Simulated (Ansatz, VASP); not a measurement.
**Two plane-wave programs on CsPbCl3**

```xyz
5
Lattice="5.3247 0.0000 0.0000 0.0000 5.3247 0.0000 0.0000 0.0000 5.4649" Properties=species:S:1:pos:R:3 pbc="T T T"
Cs    0.0000    0.0000    0.0000
Pb    2.6624    2.6624    2.7324
Cl    0.0000    2.6624    2.7324
Cl    2.6624    0.0000    2.7324
Cl    2.6624    2.6624    0.0000
```

Change from the starting cell: strain -0.050 along x and y, -0.025 along z, atoms carried along.

Alike in both runs: task single point; functional PBEsol; k mesh 6 × 6 × 6; occupations gaussian, width 0.05 eV; no spin polarisation.

```csv
,VASP,Ansatz
version,VASP 6.6.1,Ansatz 0.2.0
potentials or method,"VASP PAW PBE potentials, release 64 (Cs_sv, Pb_d, Cl), cutoff 520 eV","scalar-relativistic, plane waves, PAW"
valence electrons in the cell,44,44
```

```csv
,VASP,Ansatz,Ansatz less VASP
gap on the k mesh at the Fermi level (eV),0.96,0.95,-0.009
least direct gap on the mesh (eV),0.96,0.95,-0.009
pressure (GPa),4.7,4.7,+0.03
"traceless stress, the component that is largest in VASP (GPa)",-1.50,-1.50,+0.003
```

VASP's potentials were made for PBE, not for PBEsol.

Spin-orbit coupling is off throughout.
